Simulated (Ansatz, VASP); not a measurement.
# Two plane-wave programs on SrHfSn3

```
Sr Hf Sn
1.0
     3.31963    1.91659    5.40885
    -3.31963    1.91659    5.40885
     0.00000   -3.83318    5.40885
Sr Hf Sn
2 2 6
Direct
  0.75000 0.75000 0.75000
  0.25000 0.25000 0.25000
  0.50000 0.50000 0.50000
  0.00000 0.00000 0.00000
  0.22500 0.27500 0.75000
  0.27500 0.75000 0.22500
  0.77500 0.72500 0.25000
  0.25000 0.77500 0.72500
  0.72500 0.25000 0.77500
  0.75000 0.22500 0.27500
```

Alike in both runs: task single point; functional PBE; k mesh 3 × 3 × 3; occupations gaussian, width 0.1 eV; no spin polarisation.

```csv
,VASP,Ansatz
version,VASP 6.6.1,Ansatz 0.2.0
potentials or method,"VASP PAW PBE potentials, release 64 (Sr_sv, Hf_pv, Sn_d), cutoff 520 eV","scalar-relativistic, plane waves, PAW"
valence electrons in the cell,124,156
```

|  | VASP | Ansatz | Ansatz less VASP |
| --- | --- | --- | --- |
| gap on the k mesh at the Fermi level (eV) | none | none | - |
| rms of the force components (eV/Å) | 0.149 | 0.147 | -0.0024 |

Atom by atom the forces differ by 0.002 eV/Å (rms over components). A gap of «none» marks a metal or a gap that the smearing closes. VASP's potentials hold 124 valence electrons a cell and Ansatz's 156, so a difference there can come from the potentials and not from the codes.

The k mesh is coarse, so the values compare programs but aren't converged. Neither program's run includes spin-orbit coupling.
